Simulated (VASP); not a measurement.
# Si (a cell with a defect) in VASP: a series of runs

Si (a cell with a defect) is run at these levels: LDA; tasks: single point.

All numbers are computed with VASP 6.6.1; they aren't measurements. Logs are shortened: lines on timing, memory, paths and dates and some standing lists are left out, and cuts for length are marked.

### 1 The cell of the first run

The cell holds a defect, 17 atoms: a = 7.679 Å, b = 7.679 Å, c = 7.679 Å, α = 60.00°, β = 60.00°, γ = 60.00°.

### 2 Single point, LDA

The input, INCAR:

```
ALGO = Normal
EDIFF = 1E-6
ENCUT = 520
ISIF = 2
ISMEAR = 0
LASPH = True
LCHARG = False
LREAL = Auto
LWAVE = False
NBANDS = 48
NELM = 60
PREC = Accurate
SIGMA = 0.02
```

The input, KPOINTS:

```
k-points
0
Gamma
  2 2 2
```

The input, POSCAR:

```
Si
1.0
    0.0000000000      5.4300000000      5.4300000000
    5.4300000000      0.0000000000      5.4300000000
    5.4300000000      5.4300000000      0.0000000000
Si
17
Direct
   -0.0033856354     -0.0037475138      0.0031370166
    0.1230406077      0.1223430018      0.1308908840
    0.0005582873     -0.0018678637      0.5002350829
    0.1231853591      0.1220632597      0.6229321363
   -0.0029899632      0.5022411602      0.0031888582
    0.1261707182      0.6237524862      0.1245548803
   -0.0030090239      0.5021007366      0.4968808471
    0.1236071823      0.6287151013      0.6234904236
    0.5031062615     -0.0035121547      0.0028791897
    0.6243829650      0.1261214549      0.1240881215
    0.5034687845     -0.0038960405      0.4963374770
    0.6312239411      0.1222134438      0.6228195212
    0.4999460405      0.4997751381     -0.0001263352
    0.6248210866      0.6239608656      0.1246512891
    0.5033402394      0.5021525783      0.4969185083
    0.6247185083      0.6236383978      0.6261181400
    0.2505307551      0.2478220994      0.7501372007
```

Potentials or basis: VASP PAW LDA potentials, release 64 (Si).

Command:

```sh
$ cat potpaw_LDA.64/Si/POTCAR > POTCAR
$ mpirun -np 1 vasp_std > vasp.out
```

OUTCAR:

```text
EDIFF = 1E-6
   ENCUT = 520
   ISIF = 2
   ISMEAR = 0
   LASPH = True
   LREAL = Auto
   NELM = 60
   PREC = Accurate

 ion  position               nearest neighbor table
   1  0.997  0.996  0.003-  10 2.33   6 2.34   4 2.38   2 2.38  17 2.74
   2  0.123  0.122  0.131-   3 2.32   5 2.38   9 2.38   1 2.38  17 2.39
   3  0.001  0.998  0.500-   4 2.32  12 2.32   2 2.32   8 2.32
   4  0.123  0.122  0.623-   3 2.32   7 2.38   1 2.38  11 2.38  17 2.38
   5  0.997  0.502  0.003-   6 2.33  14 2.33   8 2.38   2 2.38  17 2.76
   6  0.126  0.624  0.125-   5 2.33   7 2.33   1 2.34  13 2.34
   7  0.997  0.502  0.497-  16 2.33   6 2.33   8 2.38   4 2.38  17 2.75
   8  0.124  0.629  0.623-   3 2.32   5 2.38  15 2.38   7 2.38  17 2.39
   9  0.503  0.996  0.003-  10 2.33  14 2.34  12 2.38   2 2.38  17 2.74
  10  0.624  0.126  0.124-   9 2.33   1 2.33  11 2.33  13 2.34
  11  0.503  0.996  0.496-  10 2.33  16 2.34   4 2.38  12 2.38  17 2.74
  12  0.631  0.122  0.623-   3 2.32  15 2.38   9 2.38  11 2.38  17 2.39
  13  0.500  0.500  1.000-  10 2.34  16 2.34   6 2.34  14 2.34
  14  0.625  0.624  0.125-   5 2.33  15 2.33   9 2.34  13 2.34
  15  0.503  0.502  0.497-  16 2.33  14 2.33   8 2.38  12 2.38  17 2.75
  16  0.625  0.624  0.626-  15 2.33   7 2.33  11 2.34  13 2.34
  17  0.251  0.248  0.750-   4 2.38  12 2.39   2 2.39   8 2.39   9 2.74   1 2.74  11 2.74   7 2.75
                            15 2.75   5 2.76

  LATTYP: Found a face centered cubic cell.
 ALAT       =    10.8600000000

  Lattice vectors:

 A1 = (   0.0000000000,   5.4300000000,   5.4300000000)
 A2 = (   5.4300000000,   0.0000000000,   5.4300000000)
 A3 = (   5.4300000000,   5.4300000000,   0.0000000000)

Analysis of symmetry for initial positions (statically):
=====================================================================
 Subroutine PRICEL returns:
 Original cell was already a primitive cell.

 Routine SETGRP: Setting up the symmetry group for a
 face centered cubic supercell.

 Subroutine GETGRP returns: Found  1 space group operations
 (whereof  1 operations were pure point group operations)
 out of a pool of 48 trial point group operations.

The static configuration has the point symmetry C_1 .

Analysis of symmetry for dynamics (positions and initial velocities):
=====================================================================
 Subroutine PRICEL returns:
 Original cell was already a primitive cell.

 Routine SETGRP: Setting up the symmetry group for a
 face centered cubic supercell.

 Subroutine GETGRP returns: Found  1 space group operations
 (whereof  1 operations were pure point group operations)
 out of a pool of 48 trial point group operations.

The dynamic configuration has the point symmetry C_1 .

 Subroutine INISYM returns: Found  1 space group operations
 (whereof  1 operations are pure point group operations),
 and found     1 'primitive' translations

----------------------------------------------------------------------------------------

                                     Primitive cell

  volume of cell :     320.2060

  direct lattice vectors                    reciprocal lattice vectors
     0.000000000  5.430000000  5.430000000    -0.092081031  0.092081031  0.092081031
     5.430000000  0.000000000  5.430000000     0.092081031 -0.092081031  0.092081031
     5.430000000  5.430000000  0.000000000     0.092081031  0.092081031 -0.092081031

  length of vectors
     7.679179644  7.679179644  7.679179644     0.159489025  0.159489025  0.159489025

  position of ions in fractional coordinates (direct lattice)
     0.996614365  0.996252486  0.003137017
     0.123040608  0.122343002  0.130890884
     0.000558287  0.998132136  0.500235083
     0.123185359  0.122063260  0.622932136
     0.997010037  0.502241160  0.003188858
     0.126170718  0.623752486  0.124554880
[... 9 lines left out ...]
     0.624718508  0.623638398  0.626118140
     0.250530755  0.247822099  0.750137201

  ion indices of the primitive-cell ions
   primitive index   ion index
                 1           1
                 2           2
                 3           3
                 4           4
                 5           5
                 6           6
[... 9 lines left out ...]
                16          16
                17          17

----------------------------------------------------------------------------------------

 KPOINTS: k-points

Automatic generation of k-mesh.
 Grid dimensions read from file:
 generate k-points for:    2    2    2

 Generating k-lattice:

  Cartesian coordinates                     Fractional coordinates (reciprocal lattice)
    -0.046040516  0.046040516  0.046040516     0.500000000  0.000000000  0.000000000
     0.046040516 -0.046040516  0.046040516     0.000000000  0.500000000  0.000000000
     0.046040516  0.046040516 -0.046040516     0.000000000  0.000000000  0.500000000

  Length of vectors
     0.079744512  0.079744512  0.079744512

  Shift w.r.t. Gamma in fractional coordinates (k-lattice)
     0.000000000  0.000000000  0.000000000

 Subroutine IBZKPT returns following result:
 ===========================================

 Found      8 irreducible k-points:

 Following reciprocal coordinates:
            Coordinates               Weight
  0.000000  0.000000  0.000000      1.000000
  0.500000  0.000000  0.000000      1.000000
  0.000000  0.500000  0.000000      1.000000
  0.000000  0.000000  0.500000      1.000000
  0.500000  0.500000  0.500000      1.000000
  0.500000  0.500000  0.000000      1.000000
  0.000000  0.500000  0.500000      1.000000
  0.500000  0.000000  0.500000      1.000000
   k-points           NKPTS =      8   k-points in BZ     NKDIM =      8   number of bands    NBANDS=     48
   number of dos      NEDOS =    301   number of ions     NIONS =     17
   total plane-waves  NPLWV = 216000
   dimension x,y,z NGX =    60 NGY =   60 NGZ =   60
   dimension x,y,z NGXF=   120 NGYF=  120 NGZF=  120
   ions per type =              17
   NGX,Y,Z   is equivalent  to a cutoff of  12.99, 12.99, 12.99 a.u.
   NGXF,Y,Z  is equivalent  to a cutoff of  25.98, 25.98, 25.98 a.u.
 SYSTEM =  unknown system
   PREC   = accura    normal or accurate (medium, high low for compatibility)
   ISTART =      0    job   : 0-new  1-cont  2-samecut
   ICHARG =      2    charge: 1-file 2-atom 10-const
   ISPIN  =      1    spin polarized calculation?
   LNONCOLLINEAR =      F non collinear calculations
   LSORBIT =      F    spin-orbit coupling
   LASPH  =      T    aspherical Exc in radial PAW
   ENCUT  =  520.0 eV  38.22 Ry    6.18 a.u.  14.28 14.28 14.28*2*pi/ulx,y,z
   NELM   =     60;   NELMIN=  2; NELMDL= -5     # of ELM steps
   EDIFF  = 0.1E-05   stopping-criterion for ELM
   LREAL  =      T    real-space projection
   EDIFFG = 0.1E-04   stopping-criterion for IOM
   NSW    =      0    number of steps for IOM
   IBRION =     -1    ionic relax: 0-MD 1-quasi-New 2-CG
   NFREE  =      0    steps in history (QN), initial steepest desc. (CG)
   ISIF   =      2    stress and relaxation
   ISYM   =      2    0-nonsym 1-usesym 2-fastsym
   POTIM  = 0.5000    time-step for ionic-motion
   TEBEG  =    0.0;   TEEND  =   0.0 temperature during run
   PSTRESS=    0.0 pullay stress
   NELECT =      68.0000    total number of electrons
   NUPDOWN=      -1.0000    fix difference up-down
   EMIN   =  10.00;   EMAX   =-10.00  energy-range for DOS
   EFERMI =   0.00;   METHOD = LEGACY
   ISMEAR =     0;   SIGMA  =   0.02  broadening in eV -4-tet -1-fermi 0-gaus
   EFERMI_NEDOS =   21; number of points for ismear=-14 and -15
   IALGO  =     38    algorithm
   IMIX   =      4    mixing-type and parameters
     AMIX     =   0.40;   BMIX     =  1.00
     AMIX_MAG =   1.60;   BMIX_MAG =  1.00
  volume/ion in A,a.u.               =      18.84       127.11
  Fermi-wavevector in a.u.,A,eV,Ry     =   0.976715  1.845724 12.979587  0.953973
  Thomas-Fermi vector in A             =   2.107356
   LORBIT       =      0    0 simple, 1 ext, 2 COOP (PROOUT), +10 PAW based schemes
   GGA     = CA    functional components
   LHFCALC =     F    Hartree Fock is set to
   AEXX    =    0.0000 exact exchange contribution
   IVDW    =     0    specifies the selected vdW correction
   LEPSILON=     F    determine dielectric tensor
   LRPA    =     F    only Hartree local field effects (RPA)
 non-spin polarized calculation
 Gauss-broadening in eV      SIGMA  =   0.02
  energy-cutoff  :      520.00
  volume of cell :      320.21
 maximum number of plane-waves:      8646
 NGX is ok and might be reduce to    60
   NGX = 29   NGY = 29   NGZ = 29

 number of electron      68.0000001 magnetization

 Free energy of the ion-electron system (eV)
  ---------------------------------------------------
  ext. energy  EPLUGINS =         0.00000000
  ---------------------------------------------------
  free energy    TOTEN  =       -97.55182906 eV

  energy without entropy =      -97.54796642  energy(sigma->0) =      -97.54989774

 E-fermi :   6.8015     XC(G=0):  -9.8489

 val. band max:        6.5708365977   @ k =   0.0000   0.0000   0.0000
 cond. band min:       6.8074045799   @ k =   0.0000   0.5000   0.5000
 fundamental gap:      0.2365679822
 Fermi energy:         6.8015156542

 k-point     1 :       0.0000    0.0000    0.0000
  band No.  band energies     occupation
      1      -6.3621      2.00000
      2      -3.8192      2.00000
      3      -3.6718      2.00000
      4      -3.6708      2.00000
      5      -3.6702      2.00000
      6      -2.8368      2.00000
[... 38 lines left out ...]
     45       8.0098      0.00000
     46       8.9638      0.00000

 k-point     2 :       0.5000    0.0000    0.0000
  band No.  band energies     occupation
      1      -5.9620      2.00000
      2      -4.9985      2.00000
      3      -3.6123      2.00000
      4      -3.4734      2.00000
      5      -3.4704      2.00000
      6      -2.9909      2.00000
[... 286 lines left out ...]
 k-point     8 :       0.5000    0.0000    0.5000
  band No.  band energies     occupation
      1      -5.8300      2.00000
      2      -4.7638      2.00000
      3      -4.0376      2.00000
      4      -3.9235      2.00000
      5      -3.9229      2.00000
      6      -3.6644      2.00000
[... 38 lines left out ...]
     45      10.0172      0.00000
     46      10.0204      0.00000
 [bands above 46 left out]

------------------------ aborting loop because EDIFF is reached ----------------------------------------

  FORCE on cell =-STRESS in cart. coord.  units (eV):
  Direction    XX          YY          ZZ          XY          YZ          ZX
  --------------------------------------------------------------------------------------
  -------------------------------------------------------------------------------------
  Total        3.5074977      3.5203772      3.5123354      0.0380526      0.0441055     -0.0066524
  in kB       17.5500554     17.6144990     17.5742613      0.1903996      0.2206854     -0.0332860
  external PRESSURE =      17.5796052 kB  Pullay stress =       0.0000000 kB

 VOLUME and BASIS-vectors are now :
 -----------------------------------------------------------------------------
  energy-cutoff  :      520.00
  volume of cell :      320.21
      direct lattice vectors                 reciprocal lattice vectors
     0.000000000  5.430000000  5.430000000    -0.092081031  0.092081031  0.092081031
     5.430000000  0.000000000  5.430000000     0.092081031 -0.092081031  0.092081031
     5.430000000  5.430000000  0.000000000     0.092081031  0.092081031 -0.092081031

 POSITION                                       TOTAL-FORCE (eV/Angst)
 -----------------------------------------------------------------------------------
      5.42669      5.42865     10.82127        -0.008577      0.009577      0.010350
      1.37506      1.37885      1.33243        -0.001432     -0.001038     -0.007651
      8.13613      2.71931      5.42289        -0.003249     -0.003052     -0.003384
      4.04533      4.05142      1.33170        -0.007744     -0.003232     -0.004615
      2.74448      5.43108      8.14093        -0.020275     -0.000262     -0.009485
      4.06331      1.36144      4.07208         0.011829      0.008669      0.023413
[... 9 lines left out ...]
      6.78618      6.79204      6.77858         0.023166      0.005749      0.010110
      5.41892      5.43363      2.70606         0.005215      0.005112      0.004751
 -----------------------------------------------------------------------------------
    total drift:                                0.005663      0.005170      0.002031

  FREE ENERGIE OF THE ION-ELECTRON SYSTEM (eV)
  ---------------------------------------------------
  free  energy   TOTEN  =       -97.5518290551 eV

  energy  without entropy=      -97.5479664206  energy(sigma->0) =      -97.54989774
```

Run time: 2.7 min. Hardware: 1 thread of Intel Xeon Platinum 8375C at 2.90GHz (Ice Lake), shared host; peak memory 0.37 GiB.

Results:

```yaml
Free_energy: -97.5518 eV
Pressure: 1.8 GPa
Largest_force: 0.028 eV/Å
Band_gap_on_the_k_mesh: zero (band 34 reaches 6.81 eV, above the bottom of band 35 at 6.57 eV)
```

Forces in eV/Å, atoms in the order of the input:
```
Si  -0.009  0.010  0.010
Si  -0.001 -0.001 -0.008
Si  -0.003 -0.003 -0.003
Si  -0.008 -0.003 -0.005
Si  -0.020  0.000 -0.009
Si   0.012  0.009  0.023
Si  -0.006  0.011 -0.003
Si   0.014 -0.018  0.014
Si  -0.013 -0.003 -0.013
Si   0.009  0.007  0.006
Si   0.016  0.008 -0.007
Si  -0.009 -0.003 -0.002
Si   0.001 -0.001  0.001
Si   0.001 -0.021 -0.004
Si  -0.011 -0.002 -0.016
Si   0.023  0.006  0.010
Si   0.005  0.005  0.005
```

Levels at points of the mesh, in eV from the Fermi level:
| k point | band 30 | band 31 | band 32 | band 33 | band 34 | band 35 | band 36 | band 37 | band 38 | band 39 |
| --- | --- | --- | --- | --- | --- | --- | --- | --- | --- | --- |
| (0.00, 0.00, 0.00) | -1.69 | -0.77 | -0.77 | -0.77 | -0.23 | -0.23 | -0.23 | 0.05 | 0.05 | 0.39 |
| (0.50, 0.00, 0.00) | -1.52 | -1.52 | -1.37 | -1.37 | -0.35 | 0.52 | 0.53 | 0.87 | 0.87 | 1.26 |
| (0.00, 0.50, 0.00) | -1.52 | -1.52 | -1.37 | -1.37 | -0.35 | 0.52 | 0.52 | 0.87 | 0.87 | 1.25 |
| (0.00, 0.00, 0.50) | -1.52 | -1.52 | -1.37 | -1.37 | -0.35 | 0.52 | 0.53 | 0.87 | 0.87 | 1.26 |
| (0.50, 0.50, 0.50) | -1.52 | -1.52 | -1.37 | -1.37 | -0.35 | 0.52 | 0.54 | 0.87 | 0.87 | 1.26 |
| (0.50, 0.50, 0.00) | -1.96 | -1.96 | -1.82 | -0.98 | 0.01 | 0.71 | 1.02 | 1.02 | 1.13 | 1.90 |
| (0.00, 0.50, 0.50) | -1.96 | -1.96 | -1.82 | -0.98 | 0.01 | 0.71 | 1.02 | 1.02 | 1.13 | 1.90 |
| (0.50, 0.00, 0.50) | -1.96 | -1.96 | -1.82 | -0.98 | 0.01 | 0.71 | 1.02 | 1.02 | 1.13 | 1.90 |

Caveat: the k points lie up to 0.50 Å⁻¹ apart.

### 3 Single point, LDA

The input, INCAR:

```
SYSTEM = Si
  PREC = Accurate
  ENCUT = 520
  EDIFF = 1E-6
  ISMEAR = 0
  SIGMA = 0.02
  LREAL = Auto
  LASPH = .TRUE.
  NELM = 100
  ALGO = Normal
  ISIF = 2
  LWAVE = .FALSE.
  LCHARG = .FALSE.
  NBANDS = 48
```

The input, KPOINTS:

```
Automatic mesh
0
G
  2 2 2
  0 0 0
```

The input, POSCAR:

```
Si
1.0
    0.0000000000      5.4300000000      5.4300000000
    5.4300000000      0.0000000000      5.4300000000
    5.4300000000      5.4300000000      0.0000000000
Si
17
Direct
    0.0006792818      0.0008452118     -0.0002741252
    0.1251339779      0.1251481584      0.1246560773
    0.0005270718      0.0006007366      0.4984681400
    0.1220362799      0.1222104972      0.6276473297
    0.0010018416      0.4987594843     -0.0003532228
    0.1221777164      0.6283616943      0.1212130755
   -0.0052529466      0.5020078269      0.5013129834
    0.1223290055      0.6281234807      0.6275251381
    0.4987734807      0.0010729282     -0.0003445672
    0.6282374770      0.1223881215      0.1212275322
    0.5018145488     -0.0048589319      0.5012639042
    0.6281100368      0.1224131676      0.6275468692
    0.5023204420      0.5024950276     -0.0067331492
    0.6285955801      0.6286180479      0.1210775322
    0.5022551565      0.5023000921      0.5012684162
    0.6254007366      0.6257871087      0.6239758748
    0.3755043278      0.3758488950      0.3736616022
```

Potentials or basis: VASP PAW LDA potentials, release 64 (Si).

Command:

```sh
$ cat potpaw_LDA.64/Si/POTCAR > POTCAR
$ mpirun -np 1 vasp_std > vasp.out
```

Wall time 2.6 min (1 thread of Intel Xeon Platinum 8375C at 2.90GHz (Ice Lake), shared host); peak memory 0.37 GiB.

The run converged. Its results:

| Property | Result |
| --- | --- |
| Free energy | -97.5520 eV |
| Pressure | 1.8 GPa |
| Largest force | 0.021 eV/Å |
| Band gap on the k mesh | zero (band 34 reaches 6.81 eV, above the bottom of band 35 at 6.57 eV) |

Forces on the atoms (eV/Å):
```
Si   0.009  0.013 -0.013
Si   0.001  0.002 -0.003
Si  -0.011 -0.008  0.001
Si  -0.006 -0.007  0.012
Si   0.012  0.004 -0.010
Si   0.003  0.006  0.007
Si   0.006 -0.012 -0.002
Si  -0.004 -0.011  0.012
Si   0.005  0.012 -0.013
Si   0.005  0.000  0.006
Si  -0.015  0.008 -0.006
Si  -0.008 -0.006  0.011
Si  -0.003 -0.004  0.007
Si   0.000 -0.003 -0.011
Si   0.000 -0.001  0.010
Si  -0.001  0.001 -0.004
Si   0.007  0.005 -0.002
```

Levels at points of the mesh, in eV from the Fermi level:
```tsv
k point	band 31	band 32	band 33	band 34	band 35	band 36	band 37	band 38
(0.00, 0.00, 0.00)	-0.77	-0.77	-0.77	-0.23	-0.23	-0.23	0.05	0.05
(0.50, 0.00, 0.00)	-1.52	-1.37	-1.37	-0.35	0.52	0.53	0.87	0.87
(0.00, 0.50, 0.00)	-1.52	-1.37	-1.37	-0.35	0.52	0.53	0.87	0.87
(0.00, 0.00, 0.50)	-1.52	-1.37	-1.37	-0.35	0.53	0.53	0.87	0.87
(0.50, 0.50, 0.50)	-1.52	-1.37	-1.37	-0.35	0.52	0.53	0.87	0.87
(0.50, 0.50, 0.00)	-1.96	-1.82	-0.98	0.01	0.71	1.02	1.02	1.13
(0.00, 0.50, 0.50)	-1.96	-1.82	-0.98	0.01	0.71	1.02	1.02	1.13
(0.50, 0.00, 0.50)	-1.96	-1.82	-0.98	0.01	0.71	1.02	1.02	1.13
```

Caveat: the k points lie up to 0.50 Å⁻¹ apart.
